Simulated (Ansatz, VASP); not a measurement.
## Ta: VASP beside Ansatz

The input INCAR:

```
PREC = Accurate ; ENCUT = 520
EDIFF = 1E-7 ; ISMEAR = 1
SIGMA = 0.2 ; LREAL = F
LASPH = T ; NELM = 80
ALGO = Fast ; ISIF = 2
LWAVE = F ; LCHARG = T
LELF = T ; LVHAR = T
NBANDS = 18
```

KPOINTS

```
regular mesh
0
Gamma
  11 11 5
```

The input POSCAR:

```
Ta
1.0
    2.9003720726      0.0000000000      0.0000000000
   -1.4501860363      2.5117958953      0.0000000000
    0.0000000000      0.0000000000      5.1662740000
Ta
2
Direct
    0.3272220000      0.6655920000      0.2582360000
    0.6591940000      0.3319330000      0.7580520000
```

File input.yaml:

```yaml
crystal:
  lattice:
    - [2.9003720726, 0.0, 0.0]
    - [-1.4501860363, 2.5117958953, 0.0]
    - [0.0, 0.0, 5.166274]
  atoms:
    - { symbol: Ta, position: [0.327222, 0.665592, 0.258236] }
    - { symbol: Ta, position: [0.659194, 0.331933, 0.758052] }
kpoints:
  mp_grid: { grid: [11, 11, 5] }
scf:
  occupations: { method: methfessel_paxton, width: 0.2 }
hamiltonian:
  xc: lda
  pseudopotentials: { kind: all_electron, lapw: { basis_error: 0.001 } }
output:
  forces: true
  stress: true
  eigenvalues: true
  dos: { projected: false, de: 0.1, e_range: [-14, 6] }
```

Change from the starting cell: atoms moved at random, drawn with an rms of 0.1 Å.

Alike in both runs: functional LDA; k mesh 11 × 11 × 5; occupations methfessel-paxton of order 1, width 0.2 eV; no spin polarisation.

|  | VASP | Ansatz |
| --- | --- | --- |
| version | VASP 6.6.1 | Ansatz 0.2.0 |
| potentials or method | VASP PAW LDA potentials, release 64 (Ta_pv), cutoff 520 eV | all-electron LAPW, scalar-relativistic |
| task | single point | density of states |

VASP gave:

```
gap on the k mesh at the Fermi level (eV)                     : none
pressure (GPa)                                                : -11.4
traceless stress, the component that is largest in VASP (GPa) : 2.14
rms of the force components (eV/Å)                            : 0.006
```

Which values does Ansatz return?

gap on the k mesh at the Fermi level (eV): none; pressure (GPa): -12.1; traceless stress, the component that is largest in VASP (GPa): 2.20; rms of the force components (eV/Å): 0.006.

LDA's correlation is that of Perdew and Zunger in VASP and of Perdew and Wang (1992) in Ansatz. Atom by atom the forces differ by 0.000 eV/Å (rms over components). A gap of «none» marks a metal or a gap that the smearing closes. Ansatz ran all-electron here, and VASP with PAW potentials.

Neither program's run includes spin-orbit coupling.
